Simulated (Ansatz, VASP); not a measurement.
Two plane-wave programs on CsCl

File POSCAR:

```
CsCl
1.0
    4.1230000000      0.0000000000      0.0000000000
    0.0000000000      4.1230000000      0.0000000000
    0.0000000000      0.0000000000      4.1230000000
Cs Cl
1 1
Direct
    0.0000000000      0.0000000000      0.0000000000
    0.5000000000      0.5000000000      0.5000000000
```

Contents of INCAR.step1:

```
SYSTEM = CsCl
PREC     = Accurate       ! precision mode
ENCUT    = 550            ! plane-wave cutoff, eV
ISMEAR   = -1             ! smearing method
SIGMA    = 0.1            ! smearing width, eV
LREAL    = .FALSE.        ! projectors in reciprocal space
LASPH    = .TRUE.         ! aspherical terms in the spheres
NELM     = 120            ! most SCF steps
GGA      = PE             ! functional
ALGO     = Normal         ! electronic algorithm
EDIFF    = 1E-5           ! SCF threshold, eV
LWAVE    = .TRUE.         ! write WAVECAR
LCHARG   = .FALSE.        ! write CHGCAR
GGA_COMPAT= .FALSE.      
IBRION   = 2              ! ionic algorithm
ISIF     = 3              ! what is computed and relaxed
EDIFFG   = -0.005         ! ionic threshold
NELMIN   = 4            
NSW      = 100            ! ionic steps
```

File INCAR.step2:

```
SYSTEM = CsCl
PREC     = Accurate       ! precision mode
ENCUT    = 550            ! plane-wave cutoff, eV
EDIFF    = 1E-7           ! SCF threshold, eV
ISMEAR   = -1             ! smearing method
SIGMA    = 0.1            ! smearing width, eV
LREAL    = .FALSE.        ! projectors in reciprocal space
LASPH    = .TRUE.         ! aspherical terms in the spheres
NELM     = 120            ! most SCF steps
ALGO     = Normal         ! electronic algorithm
ISIF     = 3              ! what is computed and relaxed
LWAVE    = .FALSE.        ! write WAVECAR
LCHARG   = .FALSE.        ! write CHGCAR
METAGGA  = R2SCAN         ! meta-GGA
LMIXTAU  = .TRUE.       
IBRION   = 2              ! ionic algorithm
NSW      = 100            ! ionic steps
EDIFFG   = -0.002         ! ionic threshold
ISTART   = 1            
GGA_COMPAT= .FALSE.      
NELMIN   = 4
```

KPOINTS

```
Automatic mesh
0
G
  8 8 8
  0 0 0
```

Input for Ansatz:

```yaml
crystal:
  lattice:
    - [4.123, 0.0, 0.0]
    - [0.0, 4.123, 0.0]
    - [0.0, 0.0, 4.123]
  atoms:
    - { symbol: Cs, position: [0.0, 0.0, 0.0] }
    - { symbol: Cl, position: [0.5, 0.5, 0.5] }
kpoints:
  mp_grid: { grid: [8, 8, 8] }
scf:
  occupations: { method: fermi_dirac, width: 0.1 }
hamiltonian:
  xc: r2scan
  pseudopotentials: { kind: paw }
relax:
  f_tol: 0.002
  max_steps: 80
  cell: {}
output:
  forces: true
  stress: true
  write_density: true
  write_potential: true
  elf: true
  volumetric_format: npy
```

Alike in both runs: task relaxation of cell and atoms; functional r2SCAN; k mesh 8 × 8 × 8; occupations fermi-dirac, width 0.1 eV; no spin polarisation.

|  | VASP | Ansatz |
| --- | --- | --- |
| version | VASP 6.6.1 | Ansatz 0.2.0 |
| potentials or method | VASP PAW PBE potentials, release 64 (Cs_sv, Cl) | PAW with Ansatz's default frozen-core files, scalar-relativistic |
| plane-wave cutoff (eV) | 550 | 500 |
| valence electrons in the cell | 16 | 16 |

```csv
,VASP,Ansatz,Ansatz less VASP
"gap on the k mesh at the Fermi level, each at its own relaxed structure (eV)",5.91,5.91,+0.001
relaxed volume (Å³/atom),35.57,35.48,-0.088
relaxed cell length with the largest relative difference (Å),4.144,4.140,-0.0034
```

VASP's potentials were made for PBE, not for r2SCAN.

Spin-orbit coupling is off throughout.
